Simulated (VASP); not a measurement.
# Mg8HO8 (a cell with a defect) in VASP: relaxation of the atoms with PBE

Aim: the relaxation of the atoms of Mg8HO8 (a cell with a defect) with PBE.

All numbers are computed with VASP 6.6.1; they aren't measurements. Logs are shortened: lines on timing, memory, paths and dates and some standing lists are left out, and cuts for length are marked.

### 1 The cell of the first run

The cell holds a defect, 17 atoms: a = 6.008 Å, b = 6.008 Å, c = 6.008 Å, α = 60.00°, β = 60.00°, γ = 60.00°.

### 2 Relaxation of the atoms, PBE, collinear spin

File INCAR:

```
PREC = Accurate
ENCUT = 520
EDIFF = 1E-7
ISMEAR = -1
SIGMA = 0.05
LREAL = F
LASPH = T
NELM = 200
ALGO = Normal
ISIF = 2
LWAVE = F
LCHARG = F
ISPIN = 2
MAGMOM = 0 0 0 0 0 0 0 0 0 0 0 0 0 0 0 0 1
LORBIT = 11
GGA = PE
IBRION = 2
NSW = 45
EDIFFG = -0.08
GGA_COMPAT = F
NELMIN = 4
KPAR = 2
NCORE = 2
```

File KPOINTS:

```
regular mesh
0
Gamma
  2 2 2
```

File POSCAR:

```
Mg8HO8
1.0
    0.0000000000      4.2483000000      4.2483000000
    4.2483000000      0.0000000000      4.2483000000
    4.2483000000      4.2483000000      0.0000000000
Mg O H
8 8 1
Direct
    0.0000000000      0.0000000000      0.0000000000
    0.0000000000      0.0000000000      0.5000000000
    0.0000000000      0.5000000000      0.0000000000
    0.0000000000      0.5000000000      0.5000000000
    0.5000000000      0.0000000000      0.0000000000
    0.5000000000      0.0000000000      0.5000000000
    0.5000000000      0.5000000000      0.0000000000
    0.5000000000      0.5000000000      0.5000000000
    0.2500000000      0.2500000000      0.2500000000
    0.2500000000      0.2500000000      0.7500000000
    0.2500000000      0.7500000000      0.2500000000
    0.2500000000      0.7500000000      0.7500000000
    0.7500000000      0.2500000000      0.2500000000
    0.7500000000      0.2500000000      0.7500000000
    0.7500000000      0.7500000000      0.2500000000
    0.7500000000      0.7500000000      0.7500000000
    0.3667244000      0.3748562000      0.8741946000
```

Potentials or basis: VASP PAW PBE potentials, release 64 (Mg, O, H).

On the command line:

```bash
$ cat potpaw_PBE.64/Mg/POTCAR potpaw_PBE.64/O/POTCAR potpaw_PBE.64/H/POTCAR > POTCAR
$ mpirun -np 4 vasp_std > vasp.out
```

OUTCAR:

```text
PREC = Accurate
   ENCUT = 520
   EDIFF = 1E-7
   ISMEAR = -1
   LREAL = F
   LASPH = T
   NELM = 200
   ISIF = 2
   ISPIN = 2
   LORBIT = 11
   GGA = PE
   IBRION = 2
   NSW = 45
   EDIFFG = -0.08
   NELMIN = 4

 ion  position               nearest neighbor table
   1  0.000  0.000  0.000-  10 2.12  11 2.12  12 2.12  13 2.12  14 2.12  15 2.12   2 3.00   3 3.00
                             5 3.00   2 3.00   4 3.00   6 3.00   3 3.00   4 3.00   7 3.00   5 3.00
   2  0.000  0.000  0.500-   9 2.12  11 2.12  12 2.12  13 2.12  14 2.12  16 2.12   1 3.00   4 3.00
                             6 3.00   1 3.00   3 3.00   5 3.00   3 3.00   4 3.00   8 3.00   5 3.00
   3  0.000  0.500  0.000-  17 1.80  10 2.12  12 2.12  13 2.12  15 2.12  16 2.12   9 2.12   4 3.00
                             7 3.00   1 3.00   2 3.00   4 3.00   8 3.00   1 3.00   2 3.00   5 3.00
   4  0.000  0.500  0.500-   9 2.12  10 2.12  11 2.12  14 2.12  15 2.12  16 2.12   2 3.00   3 3.00
                             8 3.00   1 3.00   3 3.00   7 3.00   1 3.00   2 3.00   6 3.00   6 3.00
   5  0.500  0.000  0.000-  17 1.84  10 2.12  11 2.12  14 2.12  15 2.12  16 2.12   9 2.12   6 3.00
                             7 3.00   1 3.00   2 3.00   6 3.00   8 3.00   3 3.00   7 3.00   8 3.00
   6  0.500  0.000  0.500-   9 2.12  10 2.12  12 2.12  13 2.12  15 2.12  16 2.12   2 3.00   5 3.00
                             8 3.00   1 3.00   5 3.00   7 3.00   4 3.00   7 3.00   8 3.00   1 3.00
   7  0.500  0.500  0.000-  17 1.89  11 2.12  12 2.12  13 2.12  14 2.12  16 2.12   9 2.12   5 3.00
                             8 3.00   3 3.00   4 3.00   6 3.00   8 3.00   1 3.00   5 3.00   6 3.00
   8  0.500  0.500  0.500-  17 1.84  11 2.12  12 2.12  13 2.12  14 2.12  15 2.12  10 2.12   6 3.00
                             7 3.00   4 3.00   3 3.00   5 3.00   7 3.00   2 3.00   5 3.00   6 3.00
   9  0.250  0.250  0.250-   2 2.12   3 2.12   4 2.12   5 2.12   6 2.12   7 2.12
  10  0.250  0.250  0.750-   1 2.12   3 2.12   4 2.12   5 2.12   6 2.12   8 2.12
  11  0.250  0.750  0.250-   1 2.12   2 2.12   4 2.12   5 2.12   7 2.12   8 2.12
  12  0.250  0.750  0.750-   1 2.12   2 2.12   3 2.12   6 2.12   7 2.12   8 2.12
  13  0.750  0.250  0.250-   1 2.12   2 2.12   3 2.12   6 2.12   7 2.12   8 2.12
  14  0.750  0.250  0.750-   1 2.12   2 2.12   4 2.12   5 2.12   7 2.12   8 2.12
  15  0.750  0.750  0.250-   1 2.12   3 2.12   4 2.12   5 2.12   6 2.12   8 2.12
  16  0.750  0.750  0.750-   2 2.12   3 2.12   4 2.12   5 2.12   6 2.12   7 2.12
  17  0.367  0.375  0.874-   3 1.80   8 1.84   5 1.84   7 1.89

  LATTYP: Found a face centered cubic cell.
 ALAT       =     8.4966000000

  Lattice vectors:

 A1 = (   0.0000000000,   4.2483000000,   4.2483000000)
 A2 = (   4.2483000000,   0.0000000000,   4.2483000000)
 A3 = (   4.2483000000,   4.2483000000,   0.0000000000)

Analysis of symmetry for initial positions (statically):
=====================================================================
 Subroutine PRICEL returns:
 Original cell was already a primitive cell.

 Routine SETGRP: Setting up the symmetry group for a
 face centered cubic supercell.

 Subroutine GETGRP returns: Found  1 space group operations
 (whereof  1 operations were pure point group operations)
 out of a pool of 48 trial point group operations.

The static configuration has the point symmetry C_1 .

Analysis of symmetry for dynamics (positions and initial velocities):
=====================================================================
 Subroutine PRICEL returns:
 Original cell was already a primitive cell.

 Routine SETGRP: Setting up the symmetry group for a
 face centered cubic supercell.

 Subroutine GETGRP returns: Found  1 space group operations
 (whereof  1 operations were pure point group operations)
 out of a pool of 48 trial point group operations.

The dynamic configuration has the point symmetry C_1 .

Analysis of structural, dynamic, and magnetic symmetry:
=====================================================================
 Subroutine PRICEL returns:
 Original cell was already a primitive cell.

 Routine SETGRP: Setting up the symmetry group for a
 face centered cubic supercell.

 Subroutine GETGRP returns: Found  1 space group operations
 (whereof  1 operations were pure point group operations)
 out of a pool of 48 trial point group operations.

The overall configuration has the point symmetry C_1 .

 Subroutine INISYM returns: Found  1 space group operations
 (whereof  1 operations are pure point group operations),
 and found     1 'primitive' translations

[... 81 lines left out ...]
  0.000000  0.000000  0.000000      1.000000
  0.500000  0.000000  0.000000      1.000000
  0.000000  0.500000  0.000000      1.000000
  0.000000  0.000000  0.500000      1.000000
  0.500000  0.500000  0.500000      1.000000
  0.500000  0.500000  0.000000      1.000000
  0.000000  0.500000  0.500000      1.000000
  0.500000  0.000000  0.500000      1.000000
   k-points           NKPTS =      8   k-points in BZ     NKDIM =      8   number of bands    NBANDS=     42
   number of dos      NEDOS =    301   number of ions     NIONS =     17
   total plane-waves  NPLWV = 110592
   dimension x,y,z NGX =    48 NGY =   48 NGZ =   48
   dimension x,y,z NGXF=    96 NGYF=   96 NGZF=   96
   ions per type =               8   8   1
   NGX,Y,Z   is equivalent  to a cutoff of  13.28, 13.28, 13.28 a.u.
   NGXF,Y,Z  is equivalent  to a cutoff of  26.56, 26.56, 26.56 a.u.
 SYSTEM =  unknown system
   PREC   = accura    normal or accurate (medium, high low for compatibility)
   ISTART =      0    job   : 0-new  1-cont  2-samecut
   ICHARG =      2    charge: 1-file 2-atom 10-const
   ISPIN  =      2    spin polarized calculation?
   LNONCOLLINEAR =      F non collinear calculations
   LSORBIT =      F    spin-orbit coupling
   LASPH  =      T    aspherical Exc in radial PAW
   ENCUT  =  520.0 eV  38.22 Ry    6.18 a.u.  11.17 11.17 11.17*2*pi/ulx,y,z
   NELM   =    200;   NELMIN=  4; NELMDL= -5     # of ELM steps
   EDIFF  = 0.1E-06   stopping-criterion for ELM
   LREAL  =      F    real-space projection
   EDIFFG = -.8E-01   stopping-criterion for IOM
   NSW    =     45    number of steps for IOM
   IBRION =      2    ionic relax: 0-MD 1-quasi-New 2-CG
   NFREE  =      1    steps in history (QN), initial steepest desc. (CG)
   ISIF   =      2    stress and relaxation
   ISYM   =      2    0-nonsym 1-usesym 2-fastsym
   POTIM  = 0.5000    time-step for ionic-motion
   TEBEG  =    0.0;   TEEND  =   0.0 temperature during run
   PSTRESS=    0.0 pullay stress
   NELECT =      65.0000    total number of electrons
   NUPDOWN=      -1.0000    fix difference up-down
   EMIN   =  10.00;   EMAX   =-10.00  energy-range for DOS
   EFERMI =   0.00;   METHOD = LEGACY
   ISMEAR =    -1;   SIGMA  =   0.05  broadening in eV -4-tet -1-fermi 0-gaus
   EFERMI_NEDOS =   21; number of points for ismear=-14 and -15
   IALGO  =     38    algorithm
   IMIX   =      4    mixing-type and parameters
     AMIX     =   0.40;   BMIX     =  1.00
     AMIX_MAG =   1.60;   BMIX_MAG =  1.00
  volume/ion in A,a.u.               =       9.02        60.87
  Fermi-wavevector in a.u.,A,eV,Ry     =   1.229761  2.323912 20.576261  1.512313
  Thomas-Fermi vector in A             =   2.364636
   LORBIT       =     11    0 simple, 1 ext, 2 COOP (PROOUT), +10 PAW based schemes
   GGA     = PE    functional components
   LHFCALC =     F    Hartree Fock is set to
   AEXX    =    0.0000 exact exchange contribution
   IVDW    =     0    specifies the selected vdW correction
   LEPSILON=     F    determine dielectric tensor
   LRPA    =     F    only Hartree local field effects (RPA)
 conjugate gradient relaxation of ions
 spin polarized calculation
  energy-cutoff  :      520.00
  volume of cell :      153.35
 maximum number of plane-waves:      4140
 NGX is ok and might be reduce to    48
   NGX = 23   NGY = 23   NGZ = 23

--------------------------------------- Ionic step        1  -------------------------------------------

 number of electron      65.0000035 magnetization       0.7500303

 Free energy of the ion-electron system (eV)
  ---------------------------------------------------
  ext. energy  EPLUGINS =         0.00000000
  ---------------------------------------------------
  free energy    TOTEN  =       -94.46296442 eV

  energy without entropy =      -94.45099569  energy(sigma->0) =      -94.45698005

------------------------ aborting loop because EDIFF is reached ----------------------------------------

  FORCE on cell =-STRESS in cart. coord.  units (eV):
  Direction    XX          YY          ZZ          XY          YZ          ZX
  --------------------------------------------------------------------------------------
  -------------------------------------------------------------------------------------
  Total        5.7803943      5.7573309      5.7605866     -0.0510522      0.0042791     -0.0551700
  in kB       60.3938223     60.1528553     60.1868709     -0.5333954      0.0447084     -0.5764183
  external PRESSURE =      60.2445162 kB  Pullay stress =       0.0000000 kB
[... 140 lines left out ...]
--------------------------------------- Ionic step        4  -------------------------------------------

 number of electron      65.0000013 magnetization       0.7499992

 Free energy of the ion-electron system (eV)
  ---------------------------------------------------
  ext. energy  EPLUGINS =         0.00000000
  ---------------------------------------------------
  free energy    TOTEN  =       -94.72402460 eV

  energy without entropy =      -94.71201220  energy(sigma->0) =      -94.71801840

 E-fermi :   6.0879     XC(G=0): -11.0478

 val. band max:        6.0538825555   @ k =   0.0000   0.5000   0.5000
 cond. band min:       6.7049354489   @ k =   0.5000   0.0000   0.0000
 fundamental gap:      0.6510528934
 Fermi energy:         6.0879455891

 spin component 1

 k-point     1 :       0.0000    0.0000    0.0000
  band No.  band energies     occupation
      1     -14.1677      1.00000
      2     -12.9589      1.00000
      3     -12.9025      1.00000
      4     -12.8953      1.00000
      5     -12.8897      1.00000
      6     -12.6559      1.00000
[... 349 lines left out ...]
     41      14.2217      0.00000
     42      14.2543      0.00000
 Fermi energy:         6.0879455891

 spin component 2

 k-point     1 :       0.0000    0.0000    0.0000
  band No.  band energies     occupation
      1     -14.0959      1.00000
      2     -12.8759      1.00000
      3     -12.8593      1.00000
      4     -12.8541      1.00000
      5     -12.8498      1.00000
      6     -12.5489      1.00000
[... 393 lines left out ...]
  FREE ENERGIE OF THE ION-ELECTRON SYSTEM (eV)
  ---------------------------------------------------
  free  energy   TOTEN  =       -94.7240246007 eV

  energy  without entropy=      -94.7120121996  energy(sigma->0) =      -94.71801840

 reached required accuracy - stopping structural energy minimisation

 total charge

# of ion       s       p       d       tot
------------------------------------------
    1        0.149   0.179   0.080   0.408
    2        0.149   0.179   0.080   0.407
    3        0.145   0.173   0.076   0.394
    4        0.149   0.179   0.080   0.408
    5        0.145   0.172   0.076   0.393
    6        0.149   0.179   0.080   0.409
[... 9 lines left out ...]
   16        1.541   3.552   0.000   5.093
   17        0.548   0.018   0.000   0.565
--------------------------------------------------
tot         14.103  29.741   0.623  44.467

 magnetization (x)

# of ion       s       p       d       tot
------------------------------------------
    1        0.000   0.001   0.001   0.002
    2        0.000   0.001   0.001   0.002
    3       -0.001   0.001   0.002   0.003
    4        0.000   0.001   0.001   0.002
    5       -0.001   0.001   0.002   0.002
    6        0.000   0.001   0.001   0.002
[... 9 lines left out ...]
   16       -0.000  -0.001   0.000  -0.001
   17        0.212   0.001   0.000   0.213
--------------------------------------------------
tot          0.235   0.318   0.011   0.564
```

Wall time 1.8 min (4 MPI ranks of AMD EPYC 7R13 (Zen 3), shared host); peak memory 0.27 GiB.

What came out:

```yaml
Free_energy: -94.7240 eV
Energy_gained_by_relaxing: 15.4 meV/atom
Ionic_steps: 4
Pressure_after_relaxing: 5.8 GPa
Largest_force_after_relaxing: 0.078 eV/Å
Net_moment: 0.75 μB per cell
Site_moments: Mg +0.00; O +0.08, +0.09, -0.00 (each value once); H +0.21 μB
Valence_electrons_inside_the_program's_atomic_spheres: Mg 0.41, 0.39 (each value once); O 5.08, 5.09 (each value once); H 0.56
```

Forces on the atoms (eV/Å):
```
Mg   0.025  0.014 -0.035
Mg  -0.013 -0.023 -0.022
Mg   0.011 -0.017 -0.017
Mg   0.024 -0.035  0.014
Mg  -0.019  0.013 -0.022
Mg  -0.036  0.024  0.025
Mg   0.017  0.014  0.014
Mg  -0.018 -0.022  0.013
O   -0.013 -0.020  0.006
O    0.023  0.015  0.016
O   -0.008  0.004  0.004
O   -0.014  0.006 -0.020
O    0.006 -0.011  0.002
O    0.004 -0.012 -0.012
O   -0.004 -0.008 -0.008
O    0.006  0.002 -0.010
H    0.009  0.057  0.052
```

Step by step:
| step | energy change (eV) | largest force (eV/Å) | pressure (GPa) |
| --- | --- | --- | --- |
| 1 | 0.0000 | 1.5145 | 6.02 |
| 2 | -0.2513 | 0.2731 | 5.71 |
| 3 | -0.2571 | 0.1664 | 5.74 |
| 4 | -0.2611 | 0.0777 | 5.76 |

Final structure:
```
CELL_PARAMETERS angstrom
0.00000 4.24830 4.24830
4.24830 0.00000 4.24830
4.24830 4.24830 0.00000
ATOMIC_POSITIONS crystal
Mg 0.00043 0.00036 0.99893
Mg 0.00045 0.00037 0.50037
Mg 0.99362 0.50214 0.00214
Mg 0.00043 0.49892 0.50036
Mg 0.50145 0.99552 0.00151
Mg 0.49902 0.00034 0.50035
Mg 0.50077 0.50088 0.00087
Mg 0.50150 0.50156 0.49538
O 0.24450 0.24439 0.26690
O 0.24398 0.24381 0.74382
O 0.25058 0.74981 0.24981
O 0.24447 0.76699 0.74436
O 0.74980 0.25054 0.24982
O 0.76588 0.24475 0.74475
O 0.74981 0.74985 0.24985
O 0.74980 0.74982 0.75054
H 0.37022 0.37480 0.87441
```

Caveat: the k points lie up to 0.64 Å⁻¹ apart; the relaxation stopped at a loose force limit of 0.08 eV/Å, so its end isn't a converged minimum.
